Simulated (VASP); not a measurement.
A run of VASP 6.6.1:

Contents of POSCAR:

```
Na
1.0
   -2.1125000000      2.1125000000      2.1125000000
    2.1125000000     -2.1125000000      2.1125000000
    2.1125000000      2.1125000000     -2.1125000000
Na
1
Direct
    0.0000000000      0.0000000000      0.0000000000
```

The input INCAR.step1:

```
ALGO = Normal ; EDIFF = 1E-4
ENCUT = 520 ; GGA = PE
ISMEAR = -1 ; LASPH = T
LCHARG = F ; LREAL = F
LWAVE = T ; NBANDS = 10
NELM = 80 ; PREC = Accurate
SIGMA = 0.3
```

The input INCAR.step2:

```
ALGO = Normal ; EDIFF = 1E-7
ENCUT = 520 ; ISIF = 2
ISMEAR = -1 ; ISTART = 1
LASPH = T ; LCHARG = F
LMIXTAU = T ; LREAL = F
LWAVE = F ; METAGGA = R2SCAN
NBANDS = 10 ; NELM = 80
PREC = Accurate ; SIGMA = 0.3
```

File KPOINTS:

```
k-points
0
Gamma
  11 11 11
```

Potentials or basis: VASP PAW PBE potentials, release 64 (Na_pv).

Run with:

```sh
$ cat potpaw_PBE.64/Na_pv/POTCAR > POTCAR
$ cp INCAR.step1 INCAR
$ mpirun -np 1 vasp_std > vasp.out
$ cp INCAR.step2 INCAR
$ mpirun -np 1 vasp_std > vasp.out
```

Hardware: 1 thread of Intel Xeon 8259CL, with other jobs on the host.

Q: Estimate the wall time of this run.

A: Run time: 100 s on 1 thread of Intel Xeon 8259CL, with other jobs on the host, peak memory 0.16 GiB. Counts: k points 56.
